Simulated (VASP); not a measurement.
Input of a VASP 6.6.1 run:

File INCAR:

```
SYSTEM = InBiPd
ALGO = Normal
EDIFF = 1E-7
EDIFFG = -0.01
ENCUT = 500
GGA = PS
GGA_COMPAT = .False.
IBRION = 2
ISIF = 3
ISMEAR = 0
KPAR = 4
LASPH = .True.
LCHARG = .False.
LREAL = .False.
LWAVE = .False.
NELM = 120
NELMIN = 4
NSW = 70
PREC = Accurate
SIGMA = 0.05
```

The input KPOINTS:

```
k-points
0
Gamma
  4 8 4
  0 0 0
```

POSCAR

```
InBiPd
1.0
    7.3798762352      0.0000000000      0.0000000000
    0.0000000000      4.1370280314      0.0000000000
    0.0000000000      0.0000000000      8.5636619651
Bi In Pd
4 4 4
Direct
   -0.0513355082      0.2500000000      0.6597777919
    0.5513355082      0.7500000000      0.1597777919
    0.4486644918      0.2500000000      0.8402222081
    1.0513355082      0.7500000000      0.3402222081
    0.3654280623      0.2500000000      0.4356963044
    0.1345719377      0.7500000000      0.9356963044
    0.8654280623      0.2500000000      0.0643036956
    0.6345719377      0.7500000000      0.5643036956
    0.2382479496      0.2500000000      0.1323886004
    0.2617520504      0.7500000000      0.6323886004
    0.7382479496      0.2500000000      0.3676113996
    0.7617520504      0.7500000000      0.8676113996
```

Potentials or basis: VASP PAW PBE potentials, release 64 (Bi_d, In_d, Pd).

Command:

```sh
$ cat potpaw_PBE.64/Bi_d/POTCAR potpaw_PBE.64/In_d/POTCAR potpaw_PBE.64/Pd/POTCAR > POTCAR
$ mpirun -np 4 vasp_std > vasp.out
```

Problem. What does it give for the band gap on the k mesh?

Solution. Zero (bands 76 and 77 overlap by 2.05 eV).

Problem. Estimate the relaxed cell.

Solution. a = 7.370 Å, b = 4.149 Å, c = 8.538 Å, α = 90.00°, β = 90.00°, γ = 90.00°.

Forces in eV/Å, atoms in the order of the input:
```
Bi  -0.001  0.000 -0.007
Bi   0.001  0.000 -0.007
Bi  -0.001  0.000  0.007
Bi   0.001  0.000  0.007
In   0.004  0.000  0.002
In  -0.004  0.000  0.002
In   0.004  0.000 -0.002
In  -0.004  0.000 -0.002
Pd   0.000  0.000  0.009
Pd   0.000  0.000  0.009
Pd   0.000  0.000 -0.009
Pd   0.000  0.000 -0.009
```

Caveat: the PAW data sets were made with another functional, which shifts forces and pressure a little; spin-orbit coupling is left out, which moves the levels of the heavy elements.
